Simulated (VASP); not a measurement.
Runs of VASP 6.6.1 on Mg. The structure is that of space group P6_3/mmc (No. 194), or close to it. The cells are those of the table. 

| task | cell | k mesh | cutoff (eV) | gap on the mesh (eV) | pressure (GPa) |
| --- | --- | --- | --- | --- | --- |
| relaxation of cell and atoms | relaxed from a = 3.203, b = 3.203, c = 10.461 Å, angles 90.0, 90.0, 120.0°, 4 atoms | 11 × 11 × 3 | 600 | none | 0.0 |
| single point | a = 3.063, b = 3.063, c = 9.964 Å, angles 90.0, 90.0, 120.0°, 4 atoms | 13 × 13 × 4 | 520 | none | 5.9 |
| single point | a = 3.280, b = 3.280, c = 10.668 Å, angles 90.0, 90.0, 120.0°, 4 atoms | 13 × 13 × 4 | 520 | none | -2.4 |
| single point | a = 3.239, b = 3.239, c = 10.535 Å, angles 90.0, 90.0, 120.0°, 4 atoms | 13 × 13 × 4 | 520 | none | (a) |
| single point | a = 3.197, b = 3.197, c = 10.398 Å, angles 90.0, 90.0, 120.0°, 4 atoms | 15 × 15 × 4 | 520 | none | -0.1 |
| single point | a = 3.197, b = 3.197, c = 10.398 Å, angles 90.0, 90.0, 120.0°, 4 atoms | 11 × 11 × 3 | 520 | none | -0.1 |
| single point | a = 3.197, b = 3.197, c = 10.398 Å, angles 90.0, 90.0, 120.0°, 4 atoms | 13 × 13 × 4 | 520 | none | 0.0 |
| single point | a = 3.320, b = 3.320, c = 10.799 Å, angles 90.0, 90.0, 120.0°, 4 atoms | 13 × 13 × 4 | 520 | none | -3.2 |
| single point | a = 3.109, b = 3.109, c = 10.113 Å, angles 90.0, 90.0, 120.0°, 4 atoms | 13 × 13 × 4 | 520 | none | 3.5 |
| single point | a = 3.154, b = 3.154, c = 10.258 Å, angles 90.0, 90.0, 120.0°, 4 atoms | 13 × 13 × 4 | 520 | none | (b) |

Alike in all rows: level PBE; potentials or basis VASP PAW PBE potentials, release 64 (Mg); no spin polarisation; smearing fermi-dirac 0.1 eV.

Q: Estimate the missing entries.

A: (a) -1.3; (b) 1.6.

Caveats: the cell stands under pressure (at least some runs); the cell stands under tension (at least some runs).

A gap of «none» marks levels without a gap at the run's occupations.
